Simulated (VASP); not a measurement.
Write the native input for VASP 6.6.1 that does the following.

```yaml
Task: single point
Functional: r2SCAN
Potentials_or_basis: VASP PAW PBE potentials, release 64 (Cs_sv, H)
Cutoff: 520 eV
k_mesh: 10 × 10 × 10
Occupations: fermi-dirac, width 0.05 eV
Spin: no spin polarisation
Dipole_correction: no
Further_INCAR_settings: ALGO = Normal; EDIFF = 1e-06; NBANDS = 12
```

CsH:

```xyz
2
Lattice="3.8184 0.0000 0.0000 0.0000 3.8184 0.0000 0.0000 0.0000 3.8184" Properties=species:S:1:pos:R:3 pbc="T T T"
Cs    0.0000    0.0000    0.0000
H     1.9092    1.9092    1.9092
```

The input as run:

POSCAR

```
CsH
1.0
    3.8184085400      0.0000000000      0.0000000000
    0.0000000000      3.8184085400      0.0000000000
    0.0000000000      0.0000000000      3.8184085400
Cs H
1 1
Direct
    0.0000000000      0.0000000000      0.0000000000
    0.5000000000      0.5000000000      0.5000000000
```

INCAR.step1

```
SYSTEM = CsH
PREC = Accurate
ENCUT = 520
ISMEAR = -1
SIGMA = 0.05
LREAL = .FALSE.
LASPH = .TRUE.
NELM = 100
NBANDS = 12
GGA = PE
ALGO = Normal
EDIFF = 1E-4
LWAVE = .TRUE.
LCHARG = .FALSE.
```

INCAR.step2

```
SYSTEM = CsH
PREC = Accurate
ENCUT = 520
EDIFF = 1E-6
ISMEAR = -1
SIGMA = 0.05
LREAL = .FALSE.
LASPH = .TRUE.
NELM = 100
ALGO = Normal
ISIF = 2
LWAVE = .FALSE.
LCHARG = .TRUE.
METAGGA = R2SCAN
LMIXTAU = .TRUE.
LELF = .TRUE.
LVHAR = .TRUE.
NBANDS = 12
ISTART = 1
```

KPOINTS

```
regular mesh
0
G
  10 10 10
  0 0 0
```

Potentials or basis: VASP PAW PBE potentials, release 64 (Cs_sv, H).

Command:

```console
$ cat potpaw_PBE.64/Cs_sv/POTCAR potpaw_PBE.64/H/POTCAR > POTCAR
$ cp INCAR.step1 INCAR
$ mpirun -np 1 vasp_std > vasp.out
$ cp INCAR.step2 INCAR
$ mpirun -np 1 vasp_std > vasp.out
```

It gave:

```json
{
  "Pressure": "0.0 GPa",
  "Band gap on the k mesh": "3.15 eV"
}
```

Caveat: the PAW data sets were made with another functional, which shifts forces and pressure a little; spin-orbit coupling is left out, which moves the levels of the heavy elements.

Run time: 93 s on 1 thread of Intel(R) Xeon(R) Platinum 8488C (Sapphire Rapids), with other jobs on the host, peak memory 0.18 GiB.
